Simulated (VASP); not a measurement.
# Cu3OF3 (Pm-3m) in VASP: single point with LDA

Aim: the single point of Cu3OF3 with LDA.

All numbers are computed with VASP 6.6.1; they aren't measurements. Logs are shortened: lines on timing, memory, paths and dates and some standing lists are left out, and cuts for length are marked.

### 1 The cell of the first run

Symmetry: Pm-3m, No. 221, cubic system. Conventional cell: a = 4.273 Å, b = 4.273 Å, c = 4.273 Å, α = 90.00°, β = 90.00°, γ = 90.00°. Within 2.8 Å of Cu (site symmetry 4/mmm) lie 2 O at 2.14 Å and 4 F at 2.14 Å. Within 2.8 Å of O (site symmetry m-3m) lie 6 Cu at 2.14 Å. F (site symmetry 4/mmm) has 4 Cu at 2.14 Å within 2.8 Å.

### 2 Single point, LDA, collinear spin, ferromagnetic start

File INCAR:

```
  PREC = Accurate
  ENCUT = 520
  EDIFF = 1E-7
  ISMEAR = 0
  SIGMA = 0.1
  LREAL = F
  LASPH = T
  NELM = 150
  ALGO = Normal
  ISIF = 2
  LWAVE = F
  LCHARG = T
  ISPIN = 2
  MAGMOM = 0.42 0.42 0.42 0.18 0 0 0
  LORBIT = 11
  LMAXMIX = 4
  LELF = T
  LVHAR = T
  NBANDS = 43
```

File KPOINTS:

```
Automatic mesh
0
Gamma
  10 10 10
```

File POSCAR:

```
Cu3OF3
1.0
    4.2734130561      0.0000000000      0.0000000000
    0.0000000000      4.2734130561      0.0000000000
    0.0000000000      0.0000000000      4.2734130561
Cu O F
3 1 3
Direct
    0.5000000000      0.5000000000      0.0000000000
    0.0000000000      0.5000000000      0.5000000000
    0.5000000000      0.0000000000      0.5000000000
    0.5000000000      0.5000000000      0.5000000000
    0.5000000000      0.0000000000      0.0000000000
    0.0000000000      0.5000000000      0.0000000000
    0.0000000000      0.0000000000      0.5000000000
```

Potentials or basis: VASP PAW LDA potentials, release 64 (Cu, O, F).

Started as:

```console
$ cat potpaw_LDA.64/Cu/POTCAR potpaw_LDA.64/O/POTCAR potpaw_LDA.64/F/POTCAR > POTCAR
$ mpirun -np 1 vasp_std > vasp.out
```

OUTCAR:

```text
PREC = Accurate
   ENCUT = 520
   EDIFF = 1E-7
   ISMEAR = 0
   LREAL = F
   LASPH = T
   NELM = 150
   ISIF = 2
   ISPIN = 2
   LORBIT = 11

 ion  position               nearest neighbor table
   1  0.500  0.500  0.000-   4 2.14   5 2.14   6 2.14   4 2.14   5 2.14   6 2.14
   2  0.000  0.500  0.500-   4 2.14   6 2.14   7 2.14   6 2.14   7 2.14   4 2.14
   3  0.500  0.000  0.500-   4 2.14   5 2.14   7 2.14   5 2.14   4 2.14   7 2.14
   4  0.500  0.500  0.500-   1 2.14   2 2.14   3 2.14   1 2.14   3 2.14   2 2.14
   5  0.500  0.000  0.000-   1 2.14   3 2.14   3 2.14   1 2.14
   6  0.000  0.500  0.000-   1 2.14   2 2.14   2 2.14   1 2.14
   7  0.000  0.000  0.500-   2 2.14   3 2.14   2 2.14   3 2.14

  LATTYP: Found a simple cubic cell.
 ALAT       =     4.2734130561

  Lattice vectors:

 A1 = (   4.2734130561,   0.0000000000,   0.0000000000)
 A2 = (   0.0000000000,   4.2734130561,   0.0000000000)
 A3 = (   0.0000000000,   0.0000000000,   4.2734130561)

Analysis of symmetry for initial positions (statically):
=====================================================================
 Subroutine PRICEL returns:
 Original cell was already a primitive cell.

 Routine SETGRP: Setting up the symmetry group for a
 simple cubic supercell.

 Subroutine GETGRP returns: Found 48 space group operations
 (whereof 48 operations were pure point group operations)
 out of a pool of 48 trial point group operations.

The static configuration has the point symmetry O_h .

Analysis of symmetry for dynamics (positions and initial velocities):
=====================================================================
 Subroutine PRICEL returns:
 Original cell was already a primitive cell.

 Routine SETGRP: Setting up the symmetry group for a
 simple cubic supercell.

 Subroutine GETGRP returns: Found 48 space group operations
 (whereof 48 operations were pure point group operations)
 out of a pool of 48 trial point group operations.

The dynamic configuration has the point symmetry O_h .

Analysis of structural, dynamic, and magnetic symmetry:
=====================================================================
 Subroutine PRICEL returns:
 Original cell was already a primitive cell.

 Routine SETGRP: Setting up the symmetry group for a
 simple cubic supercell.

 Subroutine GETGRP returns: Found 48 space group operations
 (whereof 48 operations were pure point group operations)
 out of a pool of 48 trial point group operations.
[... 148 lines left out ...]
   NGX = 15   NGY = 15   NGZ = 15

 number of electron      60.0000001 magnetization       0.2173540

 Free energy of the ion-electron system (eV)
  ---------------------------------------------------
  ext. energy  EPLUGINS =         0.00000000
  ---------------------------------------------------
  free energy    TOTEN  =       -33.89605845 eV

  energy without entropy =      -33.86412824  energy(sigma->0) =      -33.88009334

 E-fermi :   2.9892     XC(G=0): -11.5583

 val. band max:        2.9854517580   @ k =   0.4000   0.3000   0.2000
 cond. band min:       2.9894729980   @ k =   0.4000   0.3000   0.0000
 fundamental gap:      0.0040212401
 Fermi energy:         2.9892490840

 spin component 1

 k-point     1 :       0.0000    0.0000    0.0000
  band No.  band energies     occupation
      1     -19.9957      1.00000
      2     -19.5415      1.00000
      3     -19.5415      1.00000
      4     -15.0124      1.00000
      5      -3.1870      1.00000
      6      -3.1870      1.00000
[... 1069 lines left out ...]
     41      16.0186      0.00000
     42      17.0292      0.00000

 [... further k-points ...]

 spin component 2

 k-point     1 :       0.0000    0.0000    0.0000
  band No.  band energies     occupation
      1     -19.9765      1.00000
      2     -19.5214      1.00000
      3     -19.5214      1.00000
      4     -14.9833      1.00000
      5      -3.1693      1.00000
      6      -3.1693      1.00000
[... 1069 lines left out ...]
     41      16.0275      0.00000
     42      17.0408      0.00000

 [... further k-points ...]

 [bands above 42 left out]

------------------------ aborting loop because EDIFF is reached ----------------------------------------

  FORCE on cell =-STRESS in cart. coord.  units (eV):
  Direction    XX          YY          ZZ          XY          YZ          ZX
  --------------------------------------------------------------------------------------
  -------------------------------------------------------------------------------------
  Total       -6.3586854     -6.3586854     -6.3586854      0.0000000     -0.0000000      0.0000000
  in kB     -130.5429131   -130.5429131   -130.5429131      0.0000000     -0.0000000      0.0000000
  external PRESSURE =    -130.5429131 kB  Pullay stress =       0.0000000 kB

 VOLUME and BASIS-vectors are now :
 -----------------------------------------------------------------------------
  energy-cutoff  :      520.00
  volume of cell :       78.04
      direct lattice vectors                 reciprocal lattice vectors
     4.273413056  0.000000000  0.000000000     0.234004995  0.000000000  0.000000000
     0.000000000  4.273413056  0.000000000     0.000000000  0.234004995  0.000000000
     0.000000000  0.000000000  4.273413056     0.000000000  0.000000000  0.234004995

 POSITION                                       TOTAL-FORCE (eV/Angst)
 -----------------------------------------------------------------------------------
      2.13671      2.13671      0.00000         0.000000      0.000000      0.000000
      0.00000      2.13671      2.13671         0.000000      0.000000      0.000000
      2.13671      0.00000      2.13671         0.000000      0.000000      0.000000
      2.13671      2.13671      2.13671         0.000000      0.000000      0.000000
      2.13671      0.00000      0.00000         0.000000      0.000000      0.000000
      0.00000      2.13671      0.00000         0.000000      0.000000      0.000000
      0.00000      0.00000      2.13671         0.000000      0.000000      0.000000
 -----------------------------------------------------------------------------------
    total drift:                                0.000000     -0.000000     -0.000000

  FREE ENERGIE OF THE ION-ELECTRON SYSTEM (eV)
  ---------------------------------------------------
  free  energy   TOTEN  =       -33.8960584460 eV

  energy  without entropy=      -33.8641282380  energy(sigma->0) =      -33.88009334

 total charge

# of ion       s       p       d       tot
------------------------------------------
    1        0.256   0.249   9.213   9.717
    2        0.256   0.249   9.213   9.717
    3        0.256   0.249   9.213   9.717
    4        1.552   3.316   0.000   4.868
    5        1.733   4.282   0.000   6.016
    6        1.733   4.282   0.000   6.016
    7        1.733   4.282   0.000   6.016
--------------------------------------------------
tot          7.519  16.909  27.638  52.066

 magnetization (x)

# of ion       s       p       d       tot
------------------------------------------
    1       -0.000   0.000   0.055   0.055
    2       -0.000   0.000   0.055   0.055
    3       -0.000   0.000   0.055   0.055
    4        0.000   0.017   0.000   0.018
    5        0.000   0.011   0.000   0.011
    6        0.000   0.011   0.000   0.011
    7        0.000   0.011   0.000   0.011
--------------------------------------------------
tot          0.000   0.051   0.165   0.216
```

OSZICAR:

```text
N       E                     dE             d eps       ncg     rms          rms(c)
DAV:   1     0.730610257710E+03    0.73061E+03   -0.27436E+04 10102   0.212E+03
DAV:   2     0.889682717091E+02   -0.64164E+03   -0.58818E+03  9831   0.491E+02
[... 15 lines left out ...]
DAV:  18    -0.338960498490E+02   -0.96961E-05   -0.26519E-05 13572   0.669E-02    0.118E-02
DAV:  19    -0.338960552617E+02   -0.54127E-05   -0.27237E-05 13118   0.890E-02    0.882E-03
DAV:  20    -0.338960572264E+02   -0.19648E-05   -0.25921E-05 13297   0.753E-02    0.753E-03
DAV:  21    -0.338960583534E+02   -0.11269E-05   -0.39859E-06 13116   0.195E-02    0.265E-03
DAV:  22    -0.338960584560E+02   -0.10264E-06   -0.97962E-08  6131   0.392E-03    0.800E-04
DAV:  23    -0.338960584460E+02    0.10010E-07   -0.10600E-07  5603   0.580E-03
   1 F= -.33896058E+02 E0= -.33880093E+02  d E =-.319302E-01  mag=     0.2195
```

stdout:

```text
POSCAR found type information on POSCAR CuO F
 POSCAR found :  3 types and       7 ions
 scaLAPACK will be used
 LDA part: xc-table for (Slater(with rela. corr.)+CA(PZ))
 , standard interpolation
 POSCAR, INCAR and KPOINTS ok, starting setup
 FFT: planning ... GRIDC
 FFT: planning ... GRID_SOFT
 FFT: planning ... GRID
 WAVECAR not read
 entering main loop
```

Wall time 15 min (1 thread of Intel Xeon 8259CL, shared host); peak memory 0.36 GiB.

What came out:

```yaml
Free_energy: -33.8961 eV
Pressure: -13.1 GPa
Net_moment: 0.22 μB per cell
Site_moments: Cu +0.06; O +0.02; F +0.01 μB
Valence_electrons_inside_the_program's_atomic_spheres: Cu 9.72; O 4.87; F 6.02
```

Levels at points of the mesh, in eV from the Fermi level:
Spin up:
```csv
k point,band 28,band 29,band 30,band 31,band 32,band 33,band 34,band 35
"(0.00, 0.00, 0.00)",-1.22,-1.14,-1.14,-1.14,0.88,5.48,5.48,9.93
"(0.50, 0.00, 0.00)",-1.13,-0.88,-0.73,-0.54,3.83,5.02,7.11,10.09
"(0.50, 0.50, 0.00)",-0.95,0.09,0.36,0.36,5.74,6.38,6.38,6.58
"(0.50, 0.50, 0.50)",0.12,0.54,0.54,0.54,6.18,6.18,6.18,6.18
```
Spin down:
```tsv
k point	band 29	band 30	band 31	band 32	band 33	band 34
(0.00, 0.00, 0.00)	-1.09	-1.09	-1.09	0.90	5.50	5.50
(0.50, 0.00, 0.00)	-0.81	-0.67	-0.46	3.85	5.04	7.13
(0.50, 0.50, 0.00)	0.17	0.43	0.43	5.75	6.40	6.40
(0.50, 0.50, 0.50)	0.60	0.60	0.60	6.18	6.18	6.18
```

Caveat: the cell stands under tension; semilocal functionals often make such compounds metallic where correlation or magnetic order opens a gap, which also shifts bond lengths.
